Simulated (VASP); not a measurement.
# MoS2 (P6_3/mmc) in VASP: further runs, part 3 of 3

VASP 6.6.1. Earlier steps stand in the parts before.

### Step 5. Single point, PBEsol (19.20 Å³/atom)

This run uses another cell than the first one, of 19.20 Å³/atom.

File INCAR:

```
PREC = Accurate
ENCUT = 520
EDIFF = 1E-6
ISMEAR = 1
SIGMA = 0.2
LREAL = False
LASPH = True
NELM = 100
ALGO = Normal
ISIF = 2
LWAVE = False
LCHARG = True
GGA = PS
LELF = True
LVHAR = True
NBANDS = 35
```

File KPOINTS:

```
Automatic mesh
0
Gamma
  12 12 4
```

File POSCAR:

```
MoS2
1.0
    3.3344849532      0.0000000000      0.0000000000
   -1.6672424766      2.8877486780      0.0000000000
    0.0000000000      0.0000000000     11.9617978727
Mo S
2 4
Direct
    0.3333333333      0.6666666667      0.2500000000
    0.6666666667      0.3333333333      0.7500000000
    0.3333333333      0.6666666667      0.6259932117
    0.6666666667      0.3333333333      0.1259932117
    0.3333333333      0.6666666667      0.8740067883
    0.6666666667      0.3333333333      0.3740067883
```

Potentials or basis: VASP PAW PBE potentials, release 64 (Mo_sv, S).

On the command line:

```
$ cat potpaw_PBE.64/Mo_sv/POTCAR potpaw_PBE.64/S/POTCAR > POTCAR
$ mpirun -np 1 vasp_std > vasp.out
```

OUTCAR:

```text
PREC = Accurate
   ENCUT = 520
   EDIFF = 1E-6
   ISMEAR = 1
   LREAL = False
   LASPH = True
   NELM = 100
   ISIF = 2
   GGA = PS

 ion  position               nearest neighbor table
   1  0.333  0.667  0.250-   4 2.43   6 2.43   4 2.43   6 2.43   4 2.43   6 2.43
   2  0.667  0.333  0.750-   3 2.43   5 2.43   3 2.43   5 2.43   3 2.43   5 2.43
   3  0.333  0.667  0.626-   2 2.43   2 2.43   2 2.43
   4  0.667  0.333  0.126-   1 2.43   1 2.43   1 2.43
   5  0.333  0.667  0.874-   2 2.43   2 2.43   2 2.43
   6  0.667  0.333  0.374-   1 2.43   1 2.43   1 2.43

  LATTYP: Found a hexagonal cell.
 ALAT       =     3.3344849532
 C/A-ratio  =     3.5873000000

  Lattice vectors:

 A1 = (   3.3344849532,   0.0000000000,   0.0000000000)
 A2 = (  -1.6672424766,   2.8877486780,   0.0000000000)
 A3 = (   0.0000000000,   0.0000000000,  11.9617978727)

Analysis of symmetry for initial positions (statically):
=====================================================================
 Subroutine PRICEL returns:
 Original cell was already a primitive cell.

 Routine SETGRP: Setting up the symmetry group for a
 hexagonal supercell.

 Subroutine GETGRP returns: Found 24 space group operations
 (whereof 12 operations were pure point group operations)
 out of a pool of 24 trial point group operations.

The static configuration has the point symmetry D_3d.
 The point group associated with its full space group is D_6h.

Analysis of symmetry for dynamics (positions and initial velocities):
=====================================================================
 Subroutine PRICEL returns:
 Original cell was already a primitive cell.

 Routine SETGRP: Setting up the symmetry group for a
 hexagonal supercell.

 Subroutine GETGRP returns: Found 24 space group operations
 (whereof 12 operations were pure point group operations)
 out of a pool of 24 trial point group operations.

The dynamic configuration has the point symmetry D_3d.
 The point group associated with its full space group is D_6h.

 Subroutine INISYM returns: Found 24 space group operations
 (whereof 12 operations are pure point group operations),
 and found     1 'primitive' translations

----------------------------------------------------------------------------------------

                                     Primitive cell

  volume of cell :     115.1820

  direct lattice vectors                    reciprocal lattice vectors
     3.334484953  0.000000000  0.000000000     0.299896390  0.173145262  0.000000000
    -1.667242477  2.887748678  0.000000000     0.000000000  0.346290523  0.000000000
     0.000000000  0.000000000 11.961797873     0.000000000  0.000000000  0.083599473

  length of vectors
     3.334484953  3.334484953 11.961797873     0.346290523  0.346290523  0.083599473

  position of ions in fractional coordinates (direct lattice)
     0.333333333  0.666666667  0.250000000
     0.666666667  0.333333333  0.750000000
     0.333333333  0.666666667  0.625993212
     0.666666667  0.333333333  0.125993212
     0.333333333  0.666666667  0.874006788
     0.666666667  0.333333333  0.374006788

  ion indices of the primitive-cell ions
   primitive index   ion index
                 1           1
                 2           2
[... 24 lines left out ...]
     0.000000000  0.000000000  0.000000000

 Subroutine IBZKPT returns following result:
 ===========================================

 Found     57 irreducible k-points:

 Following reciprocal coordinates:
            Coordinates               Weight
  0.000000  0.000000  0.000000      1.000000
  0.083333 -0.000000  0.000000      6.000000
  0.166667  0.000000  0.000000      6.000000
  0.250000  0.000000  0.000000      6.000000
  0.333333 -0.000000  0.000000      6.000000
  0.416667 -0.000000  0.000000      6.000000
[... 16 lines left out ...]
  0.250000  0.000000  0.250000     12.000000
  0.333333 -0.000000  0.250000     12.000000
 [... further k-points ...]
   k-points           NKPTS =     57   k-points in BZ     NKDIM =     57   number of bands    NBANDS=     35
   number of dos      NEDOS =    301   number of ions     NIONS =      6
   total plane-waves  NPLWV =  70560
   dimension x,y,z NGX =    28 NGY =   28 NGZ =   90
   dimension x,y,z NGXF=    56 NGYF=   56 NGZF=  180
   ions per type =               2   4
   NGX,Y,Z   is equivalent  to a cutoff of  13.96, 13.96, 12.51 a.u.
   NGXF,Y,Z  is equivalent  to a cutoff of  27.92, 27.92, 25.02 a.u.
 SYSTEM =  unknown system
   PREC   = accura    normal or accurate (medium, high low for compatibility)
   ISTART =      0    job   : 0-new  1-cont  2-samecut
   ICHARG =      2    charge: 1-file 2-atom 10-const
   ISPIN  =      1    spin polarized calculation?
   LNONCOLLINEAR =      F non collinear calculations
   LSORBIT =      F    spin-orbit coupling
   LASPH  =      T    aspherical Exc in radial PAW
   ENCUT  =  520.0 eV  38.22 Ry    6.18 a.u.   6.20  6.20 22.24*2*pi/ulx,y,z
   NELM   =    100;   NELMIN=  2; NELMDL= -5     # of ELM steps
   EDIFF  = 0.1E-05   stopping-criterion for ELM
   LREAL  =      F    real-space projection
[... 7 lines left out ...]
   TEBEG  =    0.0;   TEEND  =   0.0 temperature during run
   PSTRESS=    0.0 pullay stress
   NELECT =      52.0000    total number of electrons
   NUPDOWN=      -1.0000    fix difference up-down
   EMIN   =  10.00;   EMAX   =-10.00  energy-range for DOS
   EFERMI =   0.00;   METHOD = LEGACY
   ISMEAR =     1;   SIGMA  =   0.20  broadening in eV -4-tet -1-fermi 0-gaus
   EFERMI_NEDOS =   21; number of points for ismear=-14 and -15
   IALGO  =     38    algorithm
   IMIX   =      4    mixing-type and parameters
     AMIX     =   0.40;   BMIX     =  1.00
     AMIX_MAG =   1.60;   BMIX_MAG =  1.00
  volume/ion in A,a.u.               =      19.20       129.55
  Fermi-wavevector in a.u.,A,eV,Ry     =   1.255879  2.373267 21.459539  1.577232
  Thomas-Fermi vector in A             =   2.389614
   LORBIT       =      0    0 simple, 1 ext, 2 COOP (PROOUT), +10 PAW based schemes
   GGA     = PS    functional components
   LHFCALC =     F    Hartree Fock is set to
   AEXX    =    0.0000 exact exchange contribution
   IVDW    =     0    specifies the selected vdW correction
   LEPSILON=     F    determine dielectric tensor
   LRPA    =     F    only Hartree local field effects (RPA)
 non-spin polarized calculation
 Methfessel and Paxton  Order N= 1 SIGMA  =   0.20
  energy-cutoff  :      520.00
  volume of cell :      115.18
 maximum number of plane-waves:      3138
 NGX is ok and might be reduce to    28
   NGX = 13   NGY = 13   NGZ = 45

 number of electron      52.0000003 magnetization

 Free energy of the ion-electron system (eV)
  ---------------------------------------------------
  ext. energy  EPLUGINS =         0.00000000
  ---------------------------------------------------
  free energy    TOTEN  =       -46.27272942 eV

  energy without entropy =      -46.27477426  energy(sigma->0) =      -46.27341103

 E-fermi :   6.8424     XC(G=0): -10.6149

 val. band max:        6.8034925403   @ k =   0.0000   0.0000   0.5000
 cond. band min:       6.9006728416   @ k =   0.3333   0.3333   0.0000
 fundamental gap:      0.0971803013
 Fermi energy:         6.8423808850

 k-point     1 :       0.0000    0.0000    0.0000
  band No.  band energies     occupation
      1     -54.9791      2.00000
      2     -54.9791      2.00000
      3     -29.0665      2.00000
      4     -29.0664      2.00000
      5     -29.0220      2.00000
      6     -29.0220      2.00000
[... 901 lines left out ...]
     34       9.9020     -0.00000
     35      12.8652      0.00000

 [... further k-points ...]

------------------------ aborting loop because EDIFF is reached ----------------------------------------

  FORCE on cell =-STRESS in cart. coord.  units (eV):
  Direction    XX          YY          ZZ          XY          YZ          ZX
  --------------------------------------------------------------------------------------
  -------------------------------------------------------------------------------------
  Total       -9.5648728     -9.5648728      1.8607001     -0.0000000      0.0000000      0.0000000
  in kB     -133.0470240   -133.0470240     25.8822696     -0.0000000      0.0000000      0.0000000
  external PRESSURE =     -80.0705928 kB  Pullay stress =       0.0000000 kB

 VOLUME and BASIS-vectors are now :
 -----------------------------------------------------------------------------
  energy-cutoff  :      520.00
  volume of cell :      115.18
      direct lattice vectors                 reciprocal lattice vectors
     3.334484953  0.000000000  0.000000000     0.299896390  0.173145262  0.000000000
    -1.667242477  2.887748678  0.000000000     0.000000000  0.346290523  0.000000000
     0.000000000  0.000000000 11.961797873     0.000000000  0.000000000  0.083599473

 POSITION                                       TOTAL-FORCE (eV/Angst)
 -----------------------------------------------------------------------------------
     -0.00000      1.92517      2.99045         0.000000     -0.000000      0.000000
      1.66724      0.96258      8.97135        -0.000000      0.000000      0.000000
     -0.00000      1.92517      7.48800         0.000000      0.000000     -0.244340
      1.66724      0.96258      1.50711        -0.000000      0.000000     -0.244340
     -0.00000      1.92517     10.45469        -0.000000     -0.000000      0.244340
      1.66724      0.96258      4.47379        -0.000000     -0.000000      0.244340
 -----------------------------------------------------------------------------------
    total drift:                               -0.000000      0.000000     -0.000000

  FREE ENERGIE OF THE ION-ELECTRON SYSTEM (eV)
  ---------------------------------------------------
  free  energy   TOTEN  =       -46.2727294179 eV

  energy  without entropy=      -46.2747742591  energy(sigma->0) =      -46.27341103
```

OSZICAR:

```text
N       E                     dE             d eps       ncg     rms          rms(c)
DAV:   1     0.429151288071E+03    0.42915E+03   -0.29185E+04  4446   0.140E+03
DAV:   2    -0.260331139026E+02   -0.45518E+03   -0.44016E+03  4820   0.357E+02
DAV:   3    -0.491349466347E+02   -0.23102E+02   -0.22639E+02  4833   0.725E+01
DAV:   4    -0.496309446821E+02   -0.49600E+00   -0.49400E+00  4749   0.108E+01
DAV:   5    -0.496405076999E+02   -0.95630E-02   -0.95603E-02  4779   0.150E+00    0.315E+01
DAV:   6    -0.471859556365E+02    0.24546E+01   -0.15418E+01  4306   0.240E+01    0.121E+01
DAV:   7    -0.466262843626E+02    0.55967E+00   -0.59362E+00  4238   0.153E+01    0.753E+00
DAV:   8    -0.462742889294E+02    0.35200E+00   -0.83848E-01  4318   0.594E+00    0.258E+00
DAV:   9    -0.462794341081E+02   -0.51452E-02   -0.92472E-02  4652   0.150E+00    0.105E+00
DAV:  10    -0.462731333242E+02    0.63008E-02   -0.30406E-02  4354   0.117E+00    0.406E-01
DAV:  11    -0.462729316355E+02    0.20169E-03   -0.16527E-03  4306   0.231E-01    0.221E-01
DAV:  12    -0.462727238542E+02    0.20778E-03   -0.56525E-04  4430   0.134E-01    0.752E-02
DAV:  13    -0.462727260633E+02   -0.22091E-05   -0.10805E-04  4689   0.534E-02    0.131E-02
DAV:  14    -0.462727285707E+02   -0.25074E-05   -0.64618E-06  3897   0.125E-02    0.126E-02
DAV:  15    -0.462727294179E+02   -0.84716E-06   -0.16820E-06  3784   0.682E-03
   1 F= -.46272729E+02 E0= -.46273411E+02  d E =0.204484E-02
```

stdout:

```text
POSCAR found type information on POSCAR MoS
 POSCAR found :  2 types and       6 ions
 scaLAPACK will be used
 -----------------------------------------------------------------------------
|                                                                             |
|                                                                             |
|     You enforced a specific xc type in the INCAR file but a different       |
|     I HOPE YOU KNOW WHAT YOU ARE DOING!                                     |
|                                                                             |
 -----------------------------------------------------------------------------

 LDA part: xc-table for (Slater+PW92), standard interpolation
 POSCAR, INCAR and KPOINTS ok, starting setup
 FFT: planning ... GRIDC
 FFT: planning ... GRID_SOFT
 FFT: planning ... GRID
 WAVECAR not read
 entering main loop
```

Wall time 1.8 min (1 thread of Intel Xeon 6975P-C (Granite Rapids), shared host); peak memory 0.35 GiB.

What came out:

```yaml
Free_energy: -46.2727 eV
Pressure: -8.0 GPa
Largest_force: 0.244 eV/Å
Band_gap_on_the_k_mesh: zero (bands 26 and 27 overlap by 0.06 eV)
```

Forces on the atoms (eV/Å):
```
Mo   0.000  0.000  0.000
Mo   0.000  0.000  0.000
S    0.000  0.000 -0.244
S    0.000  0.000 -0.244
S    0.000  0.000  0.244
S    0.000  0.000  0.244
```

Stress tensor (GPa, compression positive):
```
-13.30   0.00   0.00
  0.00 -13.30   0.00
  0.00   0.00   2.59
```

Levels at points of the mesh, in eV from the Fermi level:
```
           k point  band 24  band 25  band 26  band 27  band 28  band 29
(0.00, 0.00, 0.00)    -0.80    -0.74     0.12     1.50     1.50     1.52
(0.50, 0.00, 0.00)    -2.20    -1.64    -1.37     0.76     0.83     1.19
(0.00, 0.00, 0.50)    -2.15    -0.04    -0.04     1.50     1.50     1.50
(0.50, 0.00, 0.50)    -2.38    -1.48    -1.48     0.79     0.79     1.25
```

Caveat: the stress differs along the axes, from -13 to 3 GPa; the PAW data sets were made with another functional, which shifts forces and pressure a little; this functional lacks dispersion, which binds layers or chains, so the pressure and a relaxed spacing across them are unreliable.

### Step 6. Summary

| cell | gap on the mesh (eV) | pressure (GPa) | largest force (eV/Å) |
| --- | --- | --- | --- |
| a = 3.309, b = 3.309, c = 11.872 Å, angles 90.0, 90.0, 120.0°, 6 atoms | none | -5.3 | 0.59 |
| a = 3.269, b = 3.269, c = 12.163 Å, angles 90.0, 90.0, 120.0°, 6 atoms | 0.30 | -5.7 | 0.16 |
| a = 3.350, b = 3.350, c = 11.587 Å, angles 90.0, 90.0, 120.0°, 6 atoms | none | -4.9 | 0.99 |
| a = 3.334, b = 3.334, c = 11.962 Å, angles 90.0, 90.0, 120.0°, 6 atoms | none | -8.0 | 0.24 |

Alike in all rows: task single point; level PBEsol; potentials or basis VASP PAW PBE potentials, release 64 (Mo_sv, S); no spin polarisation; k mesh 12 × 12 × 4; cutoff (eV) 520; smearing methfessel-paxton 0.2 eV.

Caveats: the PAW data sets were made with another functional, which shifts forces and pressure a little; this functional lacks dispersion, which binds layers or chains, so the pressure and a relaxed spacing across them are unreliable; the stress differs along the axes, from -11 to 6 GPa (at least some runs); the stress differs along the axes, from -9 to 2 GPa (at least some runs); the stress differs along the axes, from -12 to 9 GPa (at least some runs); the stress differs along the axes, from -13 to 3 GPa (at least some runs).

Absolute energies hang on the potentials; compare differences alone.

The gap in the log of VASP goes by the Fermi energy; the results here count the filled bands.